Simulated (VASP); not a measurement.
Runs of VASP 6.6.1 on TaRh3. The structure is that of space group Pm-3m (No. 221), or close to it. The cells are those of the table. 

```csv
cell,gap on the mesh (eV),pressure (GPa)
"a = 3.873 Å, 4 atoms",none,-10.7
"a = 3.911 Å, 4 atoms",none,(b)
"a = 3.948 Å, 4 atoms",none,-23.6
"a = 3.834 Å, 4 atoms",none,(a)
"a = 3.795 Å, 4 atoms",none,7.8
```

Alike in all rows: task single point; level LDA; potentials or basis VASP PAW LDA potentials, release 64 (Ta_pv, Rh_pv); no spin polarisation; k mesh 6 × 6 × 6; cutoff (eV) 520; smearing methfessel-paxton 0.1 eV.

Q: Fill in the values left out.

A: (a) -2.3; (b) -17.7.

Caveats: spin-orbit coupling is left out, which moves the levels of the heavy elements.

A k mesh can miss the band edges, and the runs leave out spin-orbit coupling on Rh, Ta.

A gap of «none» marks levels without a gap at the run's occupations.
